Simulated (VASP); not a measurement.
# MgS in VASP: a series of runs

The runs below take MgS through single point, with PBEsol.

Everything below comes from runs of VASP 6.6.1. Logs are shortened: lines on timing, memory, paths and dates and some standing lists are left out, and cuts for length are marked.

**1. The cell of the first run**

The structure is cubic, space group Fm-3m (No. 225). Conventional cell: a = 5.281 Å, b = 5.281 Å, c = 5.281 Å, α = 90.00°, β = 90.00°, γ = 90.00°. Mg (site symmetry m-3m) has 6 S at 2.64 Å within 3.5 Å. S (site symmetry m-3m) has 6 Mg at 2.64 Å within 3.5 Å.

**2. Single point, PBEsol (strain +0.015 along x and y, +0.015 along z)**

Input file INCAR:

```
SYSTEM = MgS
PREC = Accurate
ENCUT = 520
EDIFF = 1E-7
ISMEAR = 0
SIGMA = 0.05
LREAL = .FALSE.
LASPH = .TRUE.
NELM = 60
ALGO = Normal
ISIF = 2
LWAVE = .FALSE.
LCHARG = .FALSE.
GGA = PS
NBANDS = 11
```

Input file KPOINTS:

```
Automatic mesh
0
G
  8 8 8
  0 0 0
```

Input file POSCAR:

```
MgS
1.0
    0.0000000000      2.6406747500      2.6406747500
    2.6406747500      0.0000000000      2.6406747500
    2.6406747500      2.6406747500      0.0000000000
Mg S
1 1
Direct
    0.0000000000      0.0000000000      0.0000000000
    0.5000000000      0.5000000000      0.5000000000
```

Potentials or basis: VASP PAW PBE potentials, release 64 (Mg, S).

The run is started by

```console
> cat potpaw_PBE.64/Mg/POTCAR potpaw_PBE.64/S/POTCAR > POTCAR
> mpirun -np 1 vasp_std > vasp.out
```

OUTCAR:

```text
SYSTEM = MgS
   PREC = Accurate
   ENCUT = 520
   EDIFF = 1E-7
   ISMEAR = 0
   LREAL = .FALSE.
   LASPH = .TRUE.
   NELM = 60
   ISIF = 2
   GGA = PS

 ion  position               nearest neighbor table
   1  0.000  0.000  0.000-   2 2.64   2 2.64   2 2.64   2 2.64   2 2.64   2 2.64
   2  0.500  0.500  0.500-   1 2.64   1 2.64   1 2.64   1 2.64   1 2.64   1 2.64

  LATTYP: Found a face centered cubic cell.
 ALAT       =     5.2813495000

  Lattice vectors:

 A1 = (   0.0000000000,   2.6406747500,   2.6406747500)
 A2 = (   2.6406747500,   0.0000000000,   2.6406747500)
 A3 = (   2.6406747500,   2.6406747500,   0.0000000000)

Analysis of symmetry for initial positions (statically):
=====================================================================
 Subroutine PRICEL returns:
 Original cell was already a primitive cell.

 Routine SETGRP: Setting up the symmetry group for a
 face centered cubic supercell.

 Subroutine GETGRP returns: Found 48 space group operations
 (whereof 48 operations were pure point group operations)
 out of a pool of 48 trial point group operations.

The static configuration has the point symmetry O_h .

Analysis of symmetry for dynamics (positions and initial velocities):
=====================================================================
 Subroutine PRICEL returns:
 Original cell was already a primitive cell.

 Routine SETGRP: Setting up the symmetry group for a
 face centered cubic supercell.

 Subroutine GETGRP returns: Found 48 space group operations
 (whereof 48 operations were pure point group operations)
 out of a pool of 48 trial point group operations.

The dynamic configuration has the point symmetry O_h .

 Subroutine INISYM returns: Found 48 space group operations
 (whereof 48 operations are pure point group operations),
 and found     1 'primitive' translations

----------------------------------------------------------------------------------------

                                     Primitive cell

  volume of cell :      36.8277

  direct lattice vectors                    reciprocal lattice vectors
     0.000000000  2.640674750  2.640674750    -0.189345545  0.189345545  0.189345545
     2.640674750  0.000000000  2.640674750     0.189345545 -0.189345545  0.189345545
     2.640674750  2.640674750  0.000000000     0.189345545  0.189345545 -0.189345545

  length of vectors
     3.734478045  3.734478045  3.734478045     0.327956104  0.327956104  0.327956104

  position of ions in fractional coordinates (direct lattice)
     0.000000000  0.000000000  0.000000000
     0.500000000  0.500000000  0.500000000

  ion indices of the primitive-cell ions
   primitive index   ion index
                 1           1
                 2           2

----------------------------------------------------------------------------------------

 KPOINTS: Automatic mesh

Automatic generation of k-mesh.
 Grid dimensions read from file:
 generate k-points for:    8    8    8

 Generating k-lattice:

  Cartesian coordinates                     Fractional coordinates (reciprocal lattice)
    -0.023668193  0.023668193  0.023668193     0.125000000  0.000000000  0.000000000
     0.023668193 -0.023668193  0.023668193     0.000000000  0.125000000  0.000000000
     0.023668193  0.023668193 -0.023668193     0.000000000  0.000000000  0.125000000

  Length of vectors
     0.040994513  0.040994513  0.040994513

  Shift w.r.t. Gamma in fractional coordinates (k-lattice)
     0.000000000  0.000000000  0.000000000

 Subroutine IBZKPT returns following result:
 ===========================================

 Found     29 irreducible k-points:

 Following reciprocal coordinates:
            Coordinates               Weight
  0.000000  0.000000  0.000000      1.000000
  0.125000  0.000000  0.000000      8.000000
  0.250000  0.000000  0.000000      8.000000
  0.375000  0.000000  0.000000      8.000000
  0.500000  0.000000  0.000000      4.000000
  0.125000  0.125000  0.000000      6.000000
[... 16 lines left out ...]
  0.500000  0.250000  0.125000     48.000000
 -0.375000  0.250000  0.125000     24.000000
 [... further k-points ...]
   k-points           NKPTS =     29   k-points in BZ     NKDIM =     29   number of bands    NBANDS=     11
   number of dos      NEDOS =    301   number of ions     NIONS =      2
   total plane-waves  NPLWV =  21952
   dimension x,y,z NGX =    28 NGY =   28 NGZ =   28
   dimension x,y,z NGXF=    56 NGYF=   56 NGZF=   56
   ions per type =               1   1
   NGX,Y,Z   is equivalent  to a cutoff of  12.46, 12.46, 12.46 a.u.
   NGXF,Y,Z  is equivalent  to a cutoff of  24.93, 24.93, 24.93 a.u.
 SYSTEM =  MgS
   PREC   = accura    normal or accurate (medium, high low for compatibility)
   ISTART =      0    job   : 0-new  1-cont  2-samecut
   ICHARG =      2    charge: 1-file 2-atom 10-const
   ISPIN  =      1    spin polarized calculation?
   LNONCOLLINEAR =      F non collinear calculations
   LSORBIT =      F    spin-orbit coupling
   LASPH  =      T    aspherical Exc in radial PAW
   ENCUT  =  520.0 eV  38.22 Ry    6.18 a.u.   6.94  6.94  6.94*2*pi/ulx,y,z
   NELM   =     60;   NELMIN=  2; NELMDL= -5     # of ELM steps
   EDIFF  = 0.1E-06   stopping-criterion for ELM
   LREAL  =      F    real-space projection
   EDIFFG = 0.1E-05   stopping-criterion for IOM
   NSW    =      0    number of steps for IOM
   IBRION =     -1    ionic relax: 0-MD 1-quasi-New 2-CG
   NFREE  =      0    steps in history (QN), initial steepest desc. (CG)
   ISIF   =      2    stress and relaxation
   ISYM   =      2    0-nonsym 1-usesym 2-fastsym
   POTIM  = 0.5000    time-step for ionic-motion
   TEBEG  =    0.0;   TEEND  =   0.0 temperature during run
   PSTRESS=    0.0 pullay stress
   NELECT =       8.0000    total number of electrons
   NUPDOWN=      -1.0000    fix difference up-down
   EMIN   =  10.00;   EMAX   =-10.00  energy-range for DOS
   EFERMI =   0.00;   METHOD = LEGACY
   ISMEAR =     0;   SIGMA  =   0.05  broadening in eV -4-tet -1-fermi 0-gaus
   EFERMI_NEDOS =   21; number of points for ismear=-14 and -15
   IALGO  =     38    algorithm
   IMIX   =      4    mixing-type and parameters
     AMIX     =   0.40;   BMIX     =  1.00
     AMIX_MAG =   1.60;   BMIX_MAG =  1.00
  volume/ion in A,a.u.               =      18.41       124.26
  Fermi-wavevector in a.u.,A,eV,Ry     =   0.984117  1.859711 13.177046  0.968486
  Thomas-Fermi vector in A             =   2.115325
   LORBIT       =      0    0 simple, 1 ext, 2 COOP (PROOUT), +10 PAW based schemes
   GGA     = PS    functional components
   LHFCALC =     F    Hartree Fock is set to
   AEXX    =    0.0000 exact exchange contribution
   IVDW    =     0    specifies the selected vdW correction
   LEPSILON=     F    determine dielectric tensor
   LRPA    =     F    only Hartree local field effects (RPA)
 non-spin polarized calculation
 Gauss-broadening in eV      SIGMA  =   0.05
  energy-cutoff  :      520.00
  volume of cell :       36.83
 maximum number of plane-waves:      1002
   NGX = 13   NGY = 13   NGZ = 13

 number of electron       8.0000001 magnetization

 Free energy of the ion-electron system (eV)
  ---------------------------------------------------
  ext. energy  EPLUGINS =         0.00000000
  ---------------------------------------------------
  free energy    TOTEN  =        -9.04655013 eV

  energy without entropy =       -9.04655013  energy(sigma->0) =       -9.04655013

 E-fermi :   3.5393     XC(G=0):  -9.6532

 val. band max:        3.2860354025   @ k =   0.0000   0.0000   0.0000
 cond. band min:       5.8966839000   @ k =   0.5000   0.5000   0.0000
 fundamental gap:      2.6106484975
 Fermi energy:         3.5392897924

 k-point     1 :       0.0000    0.0000    0.0000
  band No.  band energies     occupation
      1      -9.1490      2.00000
      2       3.2860      2.00000
      3       3.2860      2.00000
      4       3.2860      2.00000
      5       6.5411      0.00000
      6      11.1634      0.00000
      7      11.1634      0.00000
      8      11.1634      0.00000
      9      13.5445      0.00000
     10      13.5445      0.00000
     11      15.4737      0.00000

 k-point     2 :       0.1250    0.0000    0.0000
  band No.  band energies     occupation
      1      -9.0070      2.00000
      2       2.2435      2.00000
      3       3.1923      2.00000
      4       3.1923      2.00000
      5       7.3705      0.00000
      6      10.7977      0.00000
      7      11.3929      0.00000
      8      11.3929      0.00000
      9      12.8576      0.00000
     10      12.8576      0.00000
     11      15.5235      0.00000

 k-point     3 :       0.2500    0.0000    0.0000
  band No.  band energies     occupation
      1      -8.6245      2.00000
      2       0.5451      2.00000
      3       2.9871      2.00000
      4       2.9871      2.00000
      5       7.9440      0.00000
      6      10.9721      0.00000
      7      10.9721      0.00000
      8      11.2599      0.00000
      9      13.4194      0.00000
     10      13.4194      0.00000
     11      14.7488      0.00000

 k-point     4 :       0.3750    0.0000    0.0000
  band No.  band energies     occupation
      1      -8.1623      2.00000
      2      -0.8297      2.00000
      3       2.8059      2.00000
      4       2.8059      2.00000
      5       7.7457      0.00000
      6      10.3027      0.00000
      7      10.3027      0.00000
      8      12.5402      0.00000
      9      14.4969      0.00000
     10      15.3305      0.00000
     11      15.3305      0.00000
[... 239 lines left out ...]
 k-point    22 :       0.3750    0.2500    0.1250
  band No.  band energies     occupation
      1      -8.3265      2.00000
      2       0.2906      2.00000
      3       1.8996      2.00000
      4       2.6493      2.00000
      5       8.8035      0.00000
      6       9.6775      0.00000
      7      10.1130      0.00000
      8      12.2221      0.00000
      9      13.2202      0.00000
     10      16.0012      0.00000
     11      17.6851      0.00000

 k-point    23 :       0.5000    0.2500    0.1250
  band No.  band energies     occupation
      1      -7.9378      2.00000
      2      -0.4988      2.00000
      3       1.3799      2.00000
      4       2.3502      2.00000
      5       8.7068      0.00000
      6       9.4661      0.00000
      7      10.8914      0.00000
      8      11.9986      0.00000
      9      14.6430      0.00000
     10      17.1775      0.00000
     11      17.7323      0.00000

 k-point    24 :      -0.3750    0.2500    0.1250
  band No.  band energies     occupation
      1      -7.7538      2.00000
      2      -0.8638      2.00000
      3       1.2396      2.00000
      4       2.1950      2.00000
      5       8.6780      0.00000
      6       9.1771      0.00000
      7      11.4881      0.00000
      8      12.3919      0.00000
      9      15.2480      0.00000
     10      16.1290      0.00000
     11      18.4360      0.00000

 [... further k-points ...]
[... 5 lines left out ...]
  --------------------------------------------------------------------------------------
  -------------------------------------------------------------------------------------
  Total       -0.9563098     -0.9563098     -0.9563098      0.0000000      0.0000000      0.0000000
  in kB      -41.6039412    -41.6039412    -41.6039412      0.0000000      0.0000000      0.0000000
  external PRESSURE =     -41.6039412 kB  Pullay stress =       0.0000000 kB

 VOLUME and BASIS-vectors are now :
 -----------------------------------------------------------------------------
  energy-cutoff  :      520.00
  volume of cell :       36.83
      direct lattice vectors                 reciprocal lattice vectors
     0.000000000  2.640674750  2.640674750    -0.189345545  0.189345545  0.189345545
     2.640674750  0.000000000  2.640674750     0.189345545 -0.189345545  0.189345545
     2.640674750  2.640674750  0.000000000     0.189345545  0.189345545 -0.189345545

 POSITION                                       TOTAL-FORCE (eV/Angst)
 -----------------------------------------------------------------------------------
      0.00000      0.00000      0.00000        -0.000000     -0.000000     -0.000000
      2.64067      2.64067      2.64067         0.000000      0.000000      0.000000
 -----------------------------------------------------------------------------------
    total drift:                                0.000000      0.000000      0.000000

  FREE ENERGIE OF THE ION-ELECTRON SYSTEM (eV)
  ---------------------------------------------------
  free  energy   TOTEN  =        -9.0465501268 eV

  energy  without entropy=       -9.0465501268  energy(sigma->0) =       -9.04655013
```

It took 8.3 s on 1 thread of Intel Xeon 6975P-C, shared host; peak memory 0.16 GiB.

What came out:

```
Free energy            : -9.0466 eV
Pressure               : -4.2 GPa
Band gap on the k mesh : 2.61 eV, indirect (least direct gap 3.26 eV)
```

Caveat: the cell differs from its parent crystal (strain +0.015 along x and y, +0.015 along z); the PAW data sets were made with another functional, which shifts forces and pressure a little.

**3. Single point, PBEsol (strain +0.030 along x and y, +0.030 along z)**

Input file INCAR:

```
PREC = Accurate ; ENCUT = 520
EDIFF = 1E-6 ; ISMEAR = 0
SIGMA = 0.05 ; LREAL = False
LASPH = True ; NELM = 100
ALGO = Normal ; ISIF = 2
LWAVE = False ; LCHARG = True
GGA = PS ; LELF = True
LVHAR = True ; NBANDS = 11
```

Input file KPOINTS:

```
regular mesh
0
Gamma
  8 8 8
```

Input file POSCAR:

```
MgS
1.0
    0.0000000000      2.6796995000      2.6796995000
    2.6796995000      0.0000000000      2.6796995000
    2.6796995000      2.6796995000      0.0000000000
Mg S
1 1
Direct
    0.0000000000      0.0000000000      0.0000000000
    0.5000000000      0.5000000000      0.5000000000
```

Potentials or basis: VASP PAW PBE potentials, release 64 (Mg, S).

The run is started by

```console
> cat potpaw_PBE.64/Mg/POTCAR potpaw_PBE.64/S/POTCAR > POTCAR
> mpirun -np 1 vasp_std > vasp.out
```

It took 9.6 s on 1 thread of Intel Xeon 6975P-C, shared host; peak memory 0.16 GiB.

Results (log left out):

| Property | Result |
| --- | --- |
| Free energy | -8.9907 eV |
| Pressure | -6.6 GPa |
| Band gap on the k mesh | 2.52 eV, indirect (least direct gap 2.94 eV) |

Levels at points of the mesh, in eV from the valence-band top:
| k point | band 2 | band 3 | band 4 | band 5 | band 6 | band 7 |
| --- | --- | --- | --- | --- | --- | --- |
| (0.00, 0.00, 0.00) | 0.00 | 0.00 | 0.00 | 2.94 | 7.89 | 7.89 |
| (0.50, 0.00, 0.00) | -4.44 | -0.50 | -0.50 | 4.27 | 6.71 | 6.71 |
| (0.50, 0.50, 0.00) | -3.82 | -1.52 | -1.52 | 2.52 | 4.49 | 11.03 |

Caveat: the cell differs from its parent crystal (strain +0.030 along x and y, +0.030 along z); the PAW data sets were made with another functional, which shifts forces and pressure a little. A k mesh can miss the band edges.

**4. Single point, PBEsol (strain -0.030 along x and y, +0.000 along z)**

Input file INCAR:

```
ALGO = Normal
EDIFF = 1E-6
ENCUT = 520
GGA = PS
ISIF = 2
ISMEAR = 0
LASPH = True
LCHARG = True
LELF = True
LREAL = False
LVHAR = True
LWAVE = False
NBANDS = 11
NELM = 100
PREC = Accurate
SIGMA = 0.05
```

Input file KPOINTS:

```
k-points
0
Gamma
  8 8 8
```

Input file POSCAR:

```
MgS
1.0
    0.0000000000      2.5236005000      2.6016500000
    2.5236005000      0.0000000000      2.6016500000
    2.5236005000      2.5236005000      0.0000000000
Mg S
1 1
Direct
    0.0000000000      0.0000000000      0.0000000000
    0.5000000000      0.5000000000      0.5000000000
```

The run is started by

```console
> cat potpaw_PBE.64/Mg/POTCAR potpaw_PBE.64/S/POTCAR > POTCAR
> mpirun -np 1 vasp_std > vasp.out
```

Run time: 18 s. Hardware: 1 thread of Intel Xeon 6975P-C, shared host; peak memory 0.17 GiB.

The run converged. Its results:

```yaml
Free_energy: -9.0469 eV
Pressure: 4.2 GPa
Band_gap_on_the_k_mesh: 2.70 eV, indirect (least direct gap 4.00 eV)
```

Stress tensor (GPa, compression positive):
```
5.58 0.00 0.00
0.00 5.58 0.00
0.00 0.00 1.37
```

Levels at points of the mesh, in eV from the valence-band top:
```csv
k point,band 1,band 2,band 3,band 4,band 5,band 6,band 7,band 8
"(0.00, 0.00, 0.00)",-13.13,-0.12,-0.12,0.00,4.00,7.51,7.84,7.84
"(0.50, 0.00, 0.00)",-11.64,-5.31,-0.81,-0.70,4.39,6.67,6.99,10.65
"(0.50, 0.50, 0.00)",-11.30,-4.70,-1.83,-1.83,2.88,4.04,12.19,12.87
"(0.50, 0.00, 0.50)",-11.17,-4.66,-2.11,-1.84,2.70,3.93,12.49,12.92
```

Caveat: the cell differs from its parent crystal (strain -0.030 along x and y, +0.000 along z); the PAW data sets were made with another functional, which shifts forces and pressure a little. A k mesh can miss the band edges.

(Part 1 of 2 ends here.)
